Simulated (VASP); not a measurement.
Runs of VASP 6.6.1 on SiC2. Symmetry: P-3m1, No. 164, trigonal system. The conventional cell has a = 2.680 Å, b = 2.680 Å, c = 6.564 Å, α = 90.00°, β = 90.00°, γ = 120.00°. Within 3.5 Å of Si (site symmetry -3m) lie 6 C at 2.68 Å and 6 Si at 2.68 Å. Within 3.5 Å of C (site symmetry 3m) lie 3 Si at 2.68 Å and 9 C at 2.68 Å. 

```csv
task,potentials or basis,spin,cell,cutoff (eV),second run,gap on the mesh (eV),pressure (GPa),relaxed volume (Å³/atom),largest force (eV/Å)
relaxation of cell and atoms,"VASP PAW PBE potentials, release 64 (Si, C)",off,relaxed,600,-,none,-0.1,14.33,0.02
relaxation of cell and atoms,"VASP PAW PBE potentials, release 64 (Si, C_h)",off,relaxed,910,hard_potentials,none,-0.2,(a),0.01
single point,"VASP PAW PBE potentials, release 64 (Si, C)","collinear, ferromagnetic start",as given,520,-,none,-20.3,-,0.18
single point,"VASP PAW PBE potentials, release 64 (Si, C)",off,as given,520,-,none,-20.3,-,0.18
```

Alike in all rows: level PBE; k mesh 6 × 6 × 4; smearing gaussian 0.1 eV.

Task: Estimate the missing entries.

Result: (a) 13.59.

Caveats: all runs use coarse meshes; the cutoff is under 1.25 times the usual one of these potentials, so pressure, stress and relaxed cells hold a basis-set (Pulay) error (some runs).

A gap of «none» marks levels without a gap at the run's occupations.
